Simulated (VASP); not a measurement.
# BAs (CsCl type) (Pm-3m) in VASP: notebook, part 2 of 2

VASP 6.6.1. Earlier steps stand in the parts before.

### 4 Single point, PBE (volume scaled by 0.88)

INCAR reads:

```
SYSTEM = BAs
PREC = Accurate
ENCUT = 520
EDIFF = 1E-6
ISMEAR = -1
SIGMA = 0.05
LREAL = .FALSE.
LASPH = .TRUE.
NELM = 60
ALGO = Normal
ISIF = 2
LWAVE = .FALSE.
LCHARG = .FALSE.
GGA = PE
NBANDS = 11
```

KPOINTS reads:

```
regular mesh
0
G
  15 15 15
  0 0 0
```

POSCAR reads:

```
BAs
1.0
    2.8156175929      0.0000000000      0.0000000000
    0.0000000000      2.8156175929      0.0000000000
    0.0000000000      0.0000000000      2.8156175929
B As
1 1
Direct
    0.0000000000      0.0000000000      0.0000000000
    0.5000000000      0.5000000000      0.5000000000
```

Potentials or basis: VASP PAW PBE potentials, release 64 (B, As).

Command:

```console
$ cat potpaw_PBE.64/B/POTCAR potpaw_PBE.64/As/POTCAR > POTCAR
$ mpirun -np 1 vasp_std > vasp.out
```

OUTCAR:

```text
SYSTEM = BAs
   PREC = Accurate
   ENCUT = 520
   EDIFF = 1E-6
   ISMEAR = -1
   LREAL = .FALSE.
   LASPH = .TRUE.
   NELM = 60
   ISIF = 2
   GGA = PE

 ion  position               nearest neighbor table
   1  0.000  0.000  0.000-   2 2.44   2 2.44   2 2.44   2 2.44   2 2.44   2 2.44   2 2.44   2 2.44

   2  0.500  0.500  0.500-   1 2.44   1 2.44   1 2.44   1 2.44   1 2.44   1 2.44   1 2.44   1 2.44

  LATTYP: Found a simple cubic cell.
 ALAT       =     2.8156175929

  Lattice vectors:

 A1 = (   2.8156175929,   0.0000000000,   0.0000000000)
 A2 = (   0.0000000000,   2.8156175929,   0.0000000000)
 A3 = (   0.0000000000,   0.0000000000,   2.8156175929)

Analysis of symmetry for initial positions (statically):
=====================================================================
 Subroutine PRICEL returns:
 Original cell was already a primitive cell.

 Routine SETGRP: Setting up the symmetry group for a
 simple cubic supercell.

 Subroutine GETGRP returns: Found 48 space group operations
 (whereof 48 operations were pure point group operations)
 out of a pool of 48 trial point group operations.

The static configuration has the point symmetry O_h .

Analysis of symmetry for dynamics (positions and initial velocities):
=====================================================================
 Subroutine PRICEL returns:
 Original cell was already a primitive cell.

 Routine SETGRP: Setting up the symmetry group for a
 simple cubic supercell.

 Subroutine GETGRP returns: Found 48 space group operations
 (whereof 48 operations were pure point group operations)
 out of a pool of 48 trial point group operations.

The dynamic configuration has the point symmetry O_h .

 Subroutine INISYM returns: Found 48 space group operations
 (whereof 48 operations are pure point group operations),
 and found     1 'primitive' translations

[... 115 lines left out ...]
  volume/ion in A,a.u.               =      11.16        75.32
  Fermi-wavevector in a.u.,A,eV,Ry     =   1.162870  2.197506 18.398704  1.352267
  Thomas-Fermi vector in A             =   2.299426
   LORBIT       =      0    0 simple, 1 ext, 2 COOP (PROOUT), +10 PAW based schemes
   GGA     = PE    functional components
   LHFCALC =     F    Hartree Fock is set to
   AEXX    =    0.0000 exact exchange contribution
   IVDW    =     0    specifies the selected vdW correction
   LEPSILON=     F    determine dielectric tensor
   LRPA    =     F    only Hartree local field effects (RPA)
 non-spin polarized calculation
  energy-cutoff  :      520.00
  volume of cell :       22.32
 maximum number of plane-waves:       624
 NGX is ok and might be reduce to    24
   NGX = 11   NGY = 11   NGZ = 11

 number of electron       7.9999999 magnetization

 Free energy of the ion-electron system (eV)
  ---------------------------------------------------
  ext. energy  EPLUGINS =         0.00000000
  ---------------------------------------------------
  free energy    TOTEN  =        -8.20084475 eV

  energy without entropy =       -8.19171472  energy(sigma->0) =       -8.19627974

 E-fermi :   8.6820     XC(G=0): -11.9789

 val. band max:        8.6798602177   @ k =   0.4667   0.1333   0.0000
 cond. band min:       8.6943527556   @ k =   0.2667   0.2000   0.0667
 fundamental gap:      0.0144925378
 Fermi energy:         8.6820367817

 k-point     1 :       0.0000    0.0000    0.0000
  band No.  band energies     occupation
      1      -8.3578      2.00000
      2       7.6446      2.00000
      3       7.6446      2.00000
      4       7.6446      2.00000
      5       9.5722      0.00000
      6      14.1686      0.00000
      7      14.1686      0.00000
      8      19.3392      0.00000
      9      19.3392      0.00000
     10      19.3392      0.00000
     11      28.6976      0.00000
[... 309 lines left out ...]
 k-point    24 :       0.3333    0.2000    0.0000
  band No.  band energies     occupation
      1      -5.7713      2.00000
      2       0.7380      2.00000
      3       5.2050      2.00000
      4      10.2513      0.00000
      5      10.7021      0.00000
      6      13.7273      0.00000
      7      15.1685      0.00000
      8      17.1426      0.00000
      9      20.0502      0.00000
     10      23.6782      0.00000
     11      24.3489      0.00000

 [... further k-points ...]
[... 5 lines left out ...]
  --------------------------------------------------------------------------------------
  -------------------------------------------------------------------------------------
  Total        2.4734704      2.4734704      2.4734704     -0.0000000      0.0000000     -0.0000000
  in kB      177.5400282    177.5400282    177.5400282     -0.0000000      0.0000000     -0.0000000
  external PRESSURE =     177.5400282 kB  Pullay stress =       0.0000000 kB

 VOLUME and BASIS-vectors are now :
 -----------------------------------------------------------------------------
  energy-cutoff  :      520.00
  volume of cell :       22.32
      direct lattice vectors                 reciprocal lattice vectors
     2.815617593  0.000000000  0.000000000     0.355161867  0.000000000  0.000000000
     0.000000000  2.815617593  0.000000000     0.000000000  0.355161867  0.000000000
     0.000000000  0.000000000  2.815617593     0.000000000  0.000000000  0.355161867

 POSITION                                       TOTAL-FORCE (eV/Angst)
 -----------------------------------------------------------------------------------
      0.00000      0.00000      0.00000         0.000000      0.000000      0.000000
      1.40781      1.40781      1.40781         0.000000      0.000000      0.000000
 -----------------------------------------------------------------------------------
    total drift:                                0.000000     -0.000000     -0.000000

  FREE ENERGIE OF THE ION-ELECTRON SYSTEM (eV)
  ---------------------------------------------------
  free  energy   TOTEN  =        -8.2008447523 eV

  energy  without entropy=       -8.1917147236  energy(sigma->0) =       -8.19627974
```

stdout:

```text
POSCAR found type information on POSCAR B As
 POSCAR found :  2 types and       2 ions
 scaLAPACK will be used
 LDA part: xc-table for (Slater+PW92), standard interpolation
 POSCAR, INCAR and KPOINTS ok, starting setup
 FFT: planning ... GRIDC
 FFT: planning ... GRID_SOFT
 FFT: planning ... GRID
 WAVECAR not read
 entering main loop
```

Wall time 27 s (1 thread of Intel Xeon 8259CL, shared host); peak memory 0.16 GiB.

Results:

```
Free energy            : -8.2008 eV
Pressure               : 17.8 GPa
Band gap on the k mesh : zero (band 4 reaches 11.39 eV, above the bottom of band 5 at 5.85 eV)
```

### 5 Single point, PBE (volume scaled by 0.88)

INCAR reads:

```
PREC = Accurate
ENCUT = 520
EDIFF = 1E-7
ISMEAR = -1
SIGMA = 0.05
LREAL = False
LASPH = True
NELM = 100
ALGO = Normal
ISIF = 2
LWAVE = False
LCHARG = False
GGA = PE
NBANDS = 11
```

KPOINTS reads:

```
Automatic mesh
0
Gamma
  15 15 15
```

POSCAR is that of step 4.

Command:

```console
$ cat potpaw_PBE.64/B/POTCAR potpaw_PBE.64/As/POTCAR > POTCAR
$ mpirun -np 1 vasp_std > vasp.out
```

It took 29 s on 1 thread of Intel Xeon 8259CL, shared host; peak memory 0.16 GiB.

Results (log left out):

```
Free energy            : -8.2008 eV
Pressure               : 17.8 GPa
Band gap on the k mesh : zero (band 4 reaches 11.39 eV, above the bottom of band 5 at 5.85 eV)
```

Levels at points of the mesh, in eV from the Fermi level:
```tsv
k point	band 1	band 2	band 3	band 4	band 5	band 6	band 7	band 8	band 9
(0.00, 0.00, 0.00)	-17.04	-1.04	-1.04	-1.04	0.89	5.49	5.49	10.66	10.66
```

### 6 Single point, PBE (volume scaled by 0.94)

INCAR reads:

```
PREC = Accurate
ENCUT = 520
EDIFF = 1E-6
ISMEAR = -1
SIGMA = 0.05
LREAL = False
LASPH = True
NELM = 60
ALGO = Normal
ISIF = 2
LWAVE = False
LCHARG = True
GGA = PE
LELF = True
LVHAR = True
NBANDS = 11
```

KPOINTS is that of step 5.

POSCAR reads:

```
BAs
1.0
    2.8782072577      0.0000000000      0.0000000000
    0.0000000000      2.8782072577      0.0000000000
    0.0000000000      0.0000000000      2.8782072577
B As
1 1
Direct
    0.0000000000      0.0000000000      0.0000000000
    0.5000000000      0.5000000000      0.5000000000
```

Potentials or basis: VASP PAW PBE potentials, release 64 (B, As).

Command:

```console
$ cat potpaw_PBE.64/B/POTCAR potpaw_PBE.64/As/POTCAR > POTCAR
$ mpirun -np 1 vasp_std > vasp.out
```

It took 32 s on 1 thread of Intel Xeon 8259CL, shared host; peak memory 0.16 GiB.

The run converged. Its results:

```
Free energy            : -8.3190 eV
Pressure               : 7.6 GPa
Band gap on the k mesh : zero (band 4 reaches 10.45 eV, above the bottom of band 5 at 5.17 eV)
```

Levels at points of the mesh, in eV from the Fermi level:
| k point | band 1 | band 2 | band 3 | band 4 | band 5 | band 6 | band 7 | band 8 | band 9 |
| --- | --- | --- | --- | --- | --- | --- | --- | --- | --- |
| (0.00, 0.00, 0.00) | -16.33 | -0.93 | -0.93 | -0.93 | 0.26 | 5.58 | 5.58 | 9.92 | 9.92 |

### 7 The runs side by side

| cell | gap on the mesh (eV) | pressure (GPa) |
| --- | --- | --- |
| a = 2.633 Å, 2 atoms | none | 71.1 |
| a = 2.728 Å, 2 atoms | none | 38.0 |
| a = 2.816 Å, 2 atoms | none | 17.8 |
| a = 2.878 Å, 2 atoms | none | 7.6 |

Alike in all rows: task single point; level PBE; potentials or basis VASP PAW PBE potentials, release 64 (B, As); no spin polarisation; k mesh 15 × 15 × 15; cutoff (eV) 520; smearing fermi-dirac 0.05 eV.

Absolute energies hang on the potentials; compare differences alone.
